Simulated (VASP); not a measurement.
## Sb: single point with RPBE

Crystal: Sb.

```xyz
1
Lattice="-1.6236 1.6236 2.6775 1.6236 -1.6236 2.6775 1.6236 1.6236 -2.6775" Properties=species:S:1:pos:R:3 pbc="T T T"
Sb    0.0000    0.0000    0.0000
```

```yaml
Program: VASP 6.6.1
Task: single point
Functional: RPBE
Potentials_or_basis: VASP PAW PBE potentials, release 64 (Sb)
Cutoff: 520 eV
k_mesh: 12 × 12 × 12
Occupations: fermi-dirac, width 0.05 eV
Spin: no spin polarisation
```

```json
{"Pressure": "-0.2 GPa"}
```

Levels at points of the mesh, in eV from the Fermi level:
| k point | band 1 | band 2 | band 3 | band 4 | band 5 | band 6 | band 7 |
| --- | --- | --- | --- | --- | --- | --- | --- |
| (0.00, 0.00, 0.00) | -12.59 | 4.64 | 5.07 | 5.07 | 9.23 | 10.30 | 10.30 |
| (0.50, 0.00, 0.00) | -9.04 | -5.54 | 2.05 | 4.68 | 6.42 | 9.52 | 10.12 |
| (0.50, 0.50, 0.00) | -6.92 | -4.31 | -0.73 | 0.48 | 3.56 | 4.34 | 15.96 |
| (0.50, 0.50, 0.50) | -8.82 | -5.30 | 1.65 | 1.65 | 5.50 | 5.50 | 17.65 |

Wall time 31 s on 1 thread of Intel Xeon 6975P-C, with other jobs on the host, peak memory 0.17 GiB.

Caveat: the PAW data sets were made with another functional, which shifts forces and pressure a little; spin-orbit coupling is left out, which moves the levels of the heavy elements.
